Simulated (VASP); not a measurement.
Set up this calculation in VASP 6.6.1, as the native input.

| Item | Value |
| --- | --- |
| Task | single point |
| Functional | LDA |
| Potentials or basis | VASP PAW LDA potentials, release 64 (Cd, Te) |
| Cutoff | 520 eV |
| k mesh | 8 × 8 × 8 |
| Occupations | gaussian, width 0.05 eV |
| Spin | no spin polarisation |
| Dipole correction | no |
| Further INCAR settings | ALGO = Normal; EDIFF = 1e-07; NBANDS = 16 |

The structure of CdTe lies in POSCAR:

```
CdTe
1.0
    0.0000000000      2.9828545674      3.2323955000
    3.2323955000      0.0000000000      3.2323955000
    3.2323955000      2.9828545674      0.0000000000
Cd Te
1 1
Direct
    0.0000000000      0.0000000000      0.0000000000
    0.7500000000      0.7500000000      0.7500000000
```

This cell differs from its parent crystal: volume 31.166 Å^3 an atom, c/a of the conventional cell 0.9228.

One way to write it, as run:

INCAR

```
  ALGO = Normal
  EDIFF = 1E-7
  ENCUT = 520
  GGA = CA
  ISIF = 2
  ISMEAR = 0
  LASPH = True
  LCHARG = True
  LELF = True
  LREAL = False
  LVHAR = True
  LWAVE = False
  NBANDS = 16
  NELM = 60
  PREC = Accurate
  SIGMA = 0.05
```

KPOINTS

```
k-points
0
Gamma
  8 8 8
```

Potentials or basis: VASP PAW LDA potentials, release 64 (Cd, Te).

Launch:

```console
$ cat potpaw_LDA.64/Cd/POTCAR potpaw_LDA.64/Te/POTCAR > POTCAR
$ mpirun -np 1 vasp_std > vasp.out
```

It gave:

| Item | Value |
| --- | --- |
| Pressure | 3.0 GPa |
| Band gap on the k mesh | 0.65 eV, direct |

Caveat: spin-orbit coupling is left out, which moves the levels of the heavy elements.

It took 64 s on 1 thread of Intel(R) Xeon(R) 6975P-C (Granite Rapids), with other jobs on the host, peak memory 0.2 GiB.
